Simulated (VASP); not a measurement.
Write the native input for VASP 6.6.1 that does the following.

```
Task                   : single point
Functional             : PBE
Potentials or basis    : VASP PAW PBE potentials, release 64 (Rb_sv, Ru_pv)
Cutoff                 : 520 eV
k mesh                 : 6 × 6 × 4
Occupations            : gaussian, width 0.1 eV
Spin                   : collinear spin, ferromagnetic start
Starting moments       : [0.0, 1.0, 1.0] μB
Dipole correction      : no
Further INCAR settings : ALGO = Normal; EDIFF = 1e-07; NBANDS = 30
```

The structure of RbRu2 lies in POSCAR:

```
RbRu2
1.0
    3.8000417827      0.0000000000      0.0000000000
   -1.9000208914      3.2909327193      0.0000000000
    0.0000000000      0.0000000000      6.5525720220
Rb Ru
1 2
Direct
    0.0000000000      0.0000000000      0.0000000000
    0.3333333333      0.6666666667      0.4350039306
    0.6666666667      0.3333333333      0.5649960694
```

These files were run (other wordings do the same):

INCAR

```
SYSTEM = RbRu2
ALGO = Normal
EDIFF = 1E-7
ENCUT = 520
GGA = PE
ISIF = 2
ISMEAR = 0
ISPIN = 2
LASPH = .True.
LCHARG = .False.
LMAXMIX = 4
LORBIT = 11
LREAL = .False.
LWAVE = .False.
MAGMOM = 0 1 1
NBANDS = 30
NELM = 150
PREC = Accurate
SIGMA = 0.1
```

KPOINTS

```
k-points
0
Gamma
  6 6 4
  0 0 0
```

Potentials or basis: VASP PAW PBE potentials, release 64 (Rb_sv, Ru_pv).

Launch:

```console
$ cat potpaw_PBE.64/Rb_sv/POTCAR potpaw_PBE.64/Ru_pv/POTCAR > POTCAR
$ mpirun -np 1 vasp_std > vasp.out
```

Results of the run:

The pressure is 0.3 GPa, the largest force is 0.052 eV/Å and the net moment is 0.71 μB per cell. The site moments are Rb +0.01; Ru +0.28 μB. The valence electrons inside the program's atomic spheres are Rb 7.32; Ru 12.68.

It took 110 s on 1 thread of Intel(R) Xeon(R) Platinum 8488C (Sapphire Rapids) (shared host), peak memory 0.27 GiB.
